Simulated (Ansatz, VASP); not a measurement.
Two plane-wave programs on CdS

Contents of POSCAR:

```
CdS
1.0
    0.0000000000      2.7936000000      3.1428000000
    2.7936000000      0.0000000000      3.1428000000
    2.7936000000      2.7936000000      0.0000000000
Cd S
1 1
Direct
    0.0000000000      0.0000000000      0.0000000000
    0.7500000000      0.7500000000      0.7500000000
```

Contents of INCAR.step1:

```
SYSTEM = CdS
ALGO = Normal
EDIFF = 1E-4
ENCUT = 520
GGA = PE
ISMEAR = 0
LASPH = .True.
LCHARG = .False.
LREAL = .False.
LWAVE = .True.
NBANDS = 16
NELM = 60
PREC = Accurate
SIGMA = 0.05
```

INCAR.step2

```
SYSTEM = CdS
ALGO = Normal
EDIFF = 1E-6
ENCUT = 520
ISIF = 2
ISMEAR = 0
ISTART = 1
LASPH = .True.
LCHARG = .False.
LMIXTAU = .True.
LREAL = .False.
LWAVE = .False.
METAGGA = R2SCAN
NBANDS = 16
NELM = 60
PREC = Accurate
SIGMA = 0.05
```

KPOINTS

```
k-points
0
Gamma
  8 8 8
  0 0 0
```

Input for Ansatz:

```yaml
crystal:
  lattice:
    - [0.0, 2.7936, 3.1428]
    - [2.7936, 0.0, 3.1428]
    - [2.7936, 2.7936, 0.0]
  atoms:
    - { symbol: Cd, position: [0.0, 0.0, 0.0] }
    - { symbol: S, position: [0.75, 0.75, 0.75] }
basis:
  ecutwfc: 500
kpoints:
  mp_grid: { grid: [8, 8, 8] }
hamiltonian:
  xc: r2scan
scf:
  occupations: { method: gaussian, width: 0.05 }
output:
  forces: true
  stress: true
  eigenvalues: true
```

Change from the starting cell: strain -0.040 along x and y, +0.080 along z, atoms carried along.

Alike in both runs: task single point; functional r2SCAN; k mesh 8 × 8 × 8; occupations gaussian, width 0.05 eV; no spin polarisation.

|  | VASP | Ansatz |
| --- | --- | --- |
| version | VASP 6.6.1 | Ansatz 0.2.0 |
| potentials or method | VASP PAW PBE potentials, release 64 (Cd, S), cutoff 520 eV | scalar-relativistic, plane waves, PAW |
| valence electrons in the cell | 18 | 26 |

```csv
,VASP,Ansatz,Ansatz less VASP
gap on the k mesh at the Fermi level (eV),1.45,1.45,+0.002
least direct gap on the mesh (eV),1.45,1.45,+0.002
pressure (GPa),2.2,1.8,-0.35
"traceless stress, the component that is largest in VASP (GPa)",-1.76,-1.79,-0.031
```

VASP's potentials were made for PBE, not for r2SCAN. The functional is the same, so the differences come from potentials, cutoffs and numerics. VASP's potentials hold 18 valence electrons a cell and Ansatz's 26, so a difference there can come from the potentials and not from the codes.
